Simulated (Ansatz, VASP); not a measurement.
Si2P3: VASP beside Ansatz

```
Si P
1.0
     3.52802    0.52969    0.15880
     1.24073    3.34316    0.10267
     0.75565    0.98640   17.28919
Si P
4 6
Direct
  0.77654 0.78005 0.16763
  0.62604 0.62298 0.63295
  0.37396 0.37702 0.36705
  0.22346 0.21995 0.83237
  0.12958 0.13357 0.11030
  0.98931 0.98632 0.56171
  0.01069 0.01368 0.43829
  0.87042 0.86643 0.88970
  0.73628 0.73867 0.29864
  0.26372 0.26133 0.70136
```

Change from the starting cell: the structure that the rattled cell fell into.

Alike in both runs: functional PBE; k mesh 6 × 6 × 2; occupations gaussian, width 0.1 eV; no spin polarisation.

Ansatz relaxed the structure, and its values are those at the end. VASP's run is a single point on that final structure, the one shown.

|  | VASP | Ansatz |
| --- | --- | --- |
| version | VASP 6.6.1 | Ansatz 0.2.0 |
| potentials or method | VASP PAW PBE potentials, release 64 (Si, P), cutoff 520 eV | scalar-relativistic, plane waves, PAW |
| valence electrons in the cell | 46 | 46 |

```tsv
	VASP	Ansatz	Ansatz less VASP
gap on the k mesh at the Fermi level (eV)	none	none	-
pressure (GPa)	-0.2	0.0	+0.16
rms of the force components (eV/Å)	0.015	0.005	-0.0101
```

A gap of «none» marks a metal or a gap that the smearing closes.
